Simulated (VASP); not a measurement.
# AlN (P6_3mc) in VASP: notebook, part 2 of 2

VASP 6.6.1. The steps go on from the part before.

## Step 3: Dielectric tensor, PBEsol

INCAR reads:

```
SYSTEM = AlN
  PREC = Accurate
  ENCUT = 520
  EDIFF = 1E-8
  ISMEAR = 0
  SIGMA = 0.01
  LREAL = .FALSE.
  LASPH = .TRUE.
  NELM = 60
  ALGO = Normal
  ISIF = 2
  LWAVE = .FALSE.
  LCHARG = .FALSE.
  GGA = PS
  LEPSILON = .TRUE.
```

KPOINTS reads:

```
regular mesh
0
G
  10 10 6
  0 0 0
```

POSCAR reads:

```
AlN
1.0
    3.1130000000      0.0000000000      0.0000000000
   -1.5565000000      2.6959370820      0.0000000000
    0.0000000000      0.0000000000      4.9810000000
Al N
2 2
Direct
    0.6666666667      0.3333333333      0.5000000000
    0.3333333333      0.6666666667      0.0000000000
    0.6666666667      0.3333333333      0.8800000000
    0.3333333333      0.6666666667      0.3800000000
```

Potentials or basis: VASP PAW PBE potentials, release 64 (Al, N).

The run is started by

```bash
$ cat potpaw_PBE.64/Al/POTCAR potpaw_PBE.64/N/POTCAR > POTCAR
$ mpirun -np 1 vasp_std > vasp.out
```

OUTCAR:

```text
SYSTEM = AlN
   PREC = Accurate
   ENCUT = 520
   EDIFF = 1E-8
   ISMEAR = 0
   LREAL = .FALSE.
   LASPH = .TRUE.
   NELM = 60
   ISIF = 2
   GGA = PS
   LEPSILON = .TRUE.

 ion  position               nearest neighbor table
   1  0.667  0.333  0.500-   3 1.89   4 1.89   4 1.89   4 1.89   2 3.07   2 3.07   2 3.07   2 3.07
                             2 3.07   2 3.07
   2  0.333  0.667  0.000-   4 1.89   3 1.89   3 1.89   3 1.89   1 3.07   1 3.07   1 3.07   1 3.07
                             1 3.07   1 3.07
   3  0.667  0.333  0.880-   1 1.89   2 1.89   2 1.89   2 1.89
   4  0.333  0.667  0.380-   2 1.89   1 1.89   1 1.89   1 1.89

  LATTYP: Found a hexagonal cell.
 ALAT       =     3.1130000000
 C/A-ratio  =     1.6000642467

  Lattice vectors:

 A1 = (   3.1130000000,   0.0000000000,   0.0000000000)
 A2 = (  -1.5565000000,   2.6959370820,   0.0000000000)
 A3 = (   0.0000000000,   0.0000000000,   4.9810000000)

Analysis of symmetry for initial positions (statically):
=====================================================================
 Subroutine PRICEL returns:
 Original cell was already a primitive cell.

 Routine SETGRP: Setting up the symmetry group for a
 hexagonal supercell.

 Subroutine GETGRP returns: Found 12 space group operations
 (whereof  6 operations were pure point group operations)
 out of a pool of 24 trial point group operations.

The static configuration has the point symmetry C_3v.
 The point group associated with its full space group is C_6v.

Analysis of symmetry for dynamics (positions and initial velocities):
=====================================================================
 Subroutine PRICEL returns:
 Original cell was already a primitive cell.

 Routine SETGRP: Setting up the symmetry group for a
 hexagonal supercell.

 Subroutine GETGRP returns: Found 12 space group operations
 (whereof  6 operations were pure point group operations)
[... 557 lines left out ...]

 Free energy of the ion-electron system (eV)
  ---------------------------------------------------
  ---------------------------------------------------
  free energy    TOTEN  =        -0.43844864 eV

  energy without entropy =       -0.43844864

------------------------ aborting loop because EDIFF is reached ----------------------------------------

--------------------------------------- Ionic step        2  -------------------------------------------

------------------------ aborting loop because EDIFF is reached ----------------------------------------

--------------------------------------- Ionic step        3  -------------------------------------------

 Free energy of the ion-electron system (eV)
  ---------------------------------------------------
  ---------------------------------------------------
  free energy    TOTEN  =        -0.46254472 eV

  energy without entropy =       -0.46254472

------------------------ aborting loop because EDIFF is reached ----------------------------------------

 PIEZOELECTRIC TENSOR FIELD DIRECTION 3  (e Angst)
 -----------------------------------------------------------------------------
     0.67305  0.00000  0.00000           (  0.00330  0.00000  0.00000)
     0.00000  0.67305  0.00000           (  0.00000  0.00330  0.00000)
    -0.00000  0.00000 -1.00578           (  0.00000  0.00000 -0.00141)

 PIEZOELECTRIC TENSOR FIELD DIRECTION 3  (C/m^2)
 -----------------------------------------------------------------------------
     0.25796  0.00000  0.00000
     0.00000  0.25796  0.00000
    -0.00000  0.00000 -0.38549

 MACROSCOPIC STATIC DIELECTRIC TENSOR (including local field effects in DFT)
 ------------------------------------------------------
           4.493177     0.000000    -0.000000
          -0.000000     4.493177     0.000000
           0.000000    -0.000000     4.699947
 ------------------------------------------------------

 PIEZOELECTRIC TENSOR (including local field effects)  for field in x, y, z        (e  Angst)
          XX          YY          ZZ          XY          YZ          ZX
  --------------------------------------------------------------------------------
  x     0.00000     0.00000     0.00000     0.00000     0.00000     0.88357
  y    -0.00000    -0.00000     0.00000     0.00000     0.88357     0.00000
  z     0.67305     0.67305    -1.00578     0.00000     0.00000     0.00000

 PIEZOELECTRIC TENSOR (including local field effects)  for field in x, y, z        (C/m^2)
          XX          YY          ZZ          XY          YZ          ZX
  --------------------------------------------------------------------------------
  x     0.00000     0.00000     0.00000     0.00000     0.00000     0.33865
  y    -0.00000    -0.00000     0.00000     0.00000     0.33865     0.00000
  z     0.25796     0.25796    -0.38549     0.00000     0.00000     0.00000

 BORN EFFECTIVE CHARGES (including local field effects) (in |e|, cummulative output)
 ---------------------------------------------------------------------------------
 ion    1
    1     2.51325     0.00000     0.00000
    2     0.00000     2.51325     0.00000
    3     0.00000     0.00000     2.66964
 ion    2
    1     2.51325     0.00000     0.00000
    2     0.00000     2.51325     0.00000
    3     0.00000     0.00000     2.66964
 ion    3
    1    -2.51325    -0.00000     0.00000
    2    -0.00000    -2.51325     0.00000
    3     0.00000    -0.00000    -2.66964
 ion    4
    1    -2.51325     0.00000     0.00000
    2     0.00000    -2.51325     0.00000
    3     0.00000     0.00000    -2.66964
```

OSZICAR:

```text
N       E                     dE             d eps       ncg     rms          rms(c)
DAV:   1     0.504961781207E+02    0.50496E+02   -0.76283E+03  1344   0.119E+03
DAV:   2    -0.317213467318E+02   -0.82218E+02   -0.75129E+02  1916   0.225E+02
DAV:   3    -0.357287042046E+02   -0.40074E+01   -0.39904E+01  1748   0.537E+01
[... 14 lines left out ...]
RMM:   3    -0.438448040973E+00    0.84214E-02   -0.81769E-03  2210   0.636E-01    0.589E-01
RMM:   4    -0.458942468946E+00   -0.20494E-01   -0.11759E-02  2254   0.779E-01    0.797E-02
RMM:   5    -0.461758024100E+00   -0.28156E-02   -0.20520E-04  2356   0.116E-01    0.219E-02
RMM:   6    -0.462317453038E+00   -0.55943E-03   -0.18589E-05  2414   0.325E-02    0.604E-03
RMM:   7    -0.462487788792E+00   -0.17034E-03   -0.72279E-07  2438   0.728E-03    0.254E-03
RMM:   8    -0.462544717321E+00   -0.56929E-04   -0.11399E-07  2456   0.282E-03    0.217E-04
RMM:   9    -0.462544719969E+00   -0.26477E-08    0.89608E-10  2505   0.356E-04    0.829E-05
```

stdout:

```text
POSCAR found type information on POSCAR AlN
 POSCAR found :  2 types and       4 ions
 scaLAPACK will be used
 -----------------------------------------------------------------------------
|                                                                             |
|                                                                             |
|     You enforced a specific xc type in the INCAR file but a different       |
[... 28 lines left out ...]
  Direction:   1
 dielectric tensor                  component  1 :     4.493    -0.184    -0.000
 Linear response to external field, progress :
  Direction:   2
 dielectric tensor                  component  2 :    -0.415     4.493    -0.000
 Linear response to external field, progress :
  Direction:   3
 dielectric tensor                  component  3 :    -0.305    -0.207     4.700
 Born effective charges drift removed
```

Wall time 4.9 min (1 thread of AMD EPYC 7R43 (Zen 3), shared host); peak memory 0.29 GiB.

What came out:

```
Band gap on the k mesh                  : 4.15 eV
Electronic dielectric tensor (diagonal) : 4.49, 4.49, 4.70
Born charges (mean of the diagonal)     : Al +2.57; N -2.57 e
```

Electronic dielectric tensor:
```
4.49 0.00 0.00
0.00 4.49 0.00
0.00 0.00 4.70
```

Born effective charge tensors (e):
atom 1, Al
```
2.51 0.00 0.00
0.00 2.51 0.00
0.00 0.00 2.67
```
atom 2, Al
```
2.51 0.00 0.00
0.00 2.51 0.00
0.00 0.00 2.67
```
atom 3, N
```
-2.51  0.00  0.00
 0.00 -2.51  0.00
 0.00  0.00 -2.67
```
atom 4, N
```
-2.51  0.00  0.00
 0.00 -2.51  0.00
 0.00  0.00 -2.67
```
